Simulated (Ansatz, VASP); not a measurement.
## One calculation of Hf, two programs

The input INCAR:

```
SYSTEM = Hf
PREC = Accurate
ENCUT = 520
EDIFF = 1E-7
ISMEAR = -1
SIGMA = 0.1
LREAL = .FALSE.
LASPH = .TRUE.
NELM = 60
ALGO = Normal
ISIF = 2
LWAVE = .FALSE.
LCHARG = .FALSE.
GGA = B5
ALDAX = 1.0
AGGAX = 1.0
AGGAC = 1.0
ALDAC = 0.0
NBANDS = 11
```

KPOINTS

```
regular mesh
0
G
  14 14 14
  0 0 0
```

Contents of POSCAR:

```
Hf
1.0
    0.0000000000      2.2627500233      2.2627500233
    2.2627500233      0.0000000000      2.2627500233
    2.2627500233      2.2627500233      0.0000000000
Hf
1
Direct
    0.0000000000      0.0000000000      0.0000000000
```

Input for Ansatz:

```yaml
crystal:
  lattice:
    - [0.0, 2.2627500233, 2.2627500233]
    - [2.2627500233, 0.0, 2.2627500233]
    - [2.2627500233, 2.2627500233, 0.0]
  atoms:
    - { symbol: Hf, position: [0.0, 0.0, 0.0] }
hamiltonian:
  xc: blyp
  pseudopotentials:
    kind: paw
    azcp:
      Hf: "pseudopotentials/Hf.paw.azcp"
basis:
  ecutwfc: 420
  fft_grid_basis: typed
kpoints:
  mp_grid: { grid: [14, 14, 14], shift: [0, 0, 0] }
magnetization:
  spin_polarized: false
scf:
  occupations: { method: fermi_dirac, width: 0.1 }
  lower_state_search: "off"
output:
  stress: true
```

Alike in both runs: task single point; functional BLYP; k mesh 14 × 14 × 14; occupations fermi-dirac, width 0.1 eV; no spin polarisation.

|  | VASP | Ansatz |
| --- | --- | --- |
| version | VASP 6.6.1 | Ansatz 0.2.0 |
| potentials or method | VASP PAW PBE potentials, release 64 (Hf_pv), cutoff 520 eV | plane waves (420 eV) with PAW, scalar-relativistic |
| valence electrons in the cell | 10 | 26 |

|  | VASP | Ansatz | Ansatz less VASP |
| --- | --- | --- | --- |
| pressure (GPa) | 0.0 | 0.0 | +0.03 |

VASP's potentials were made for PBE, not for BLYP. VASP's potentials hold 10 valence electrons a cell and Ansatz's 26, so a difference there can come from the potentials and not from the codes.

Spin-orbit coupling is off throughout.
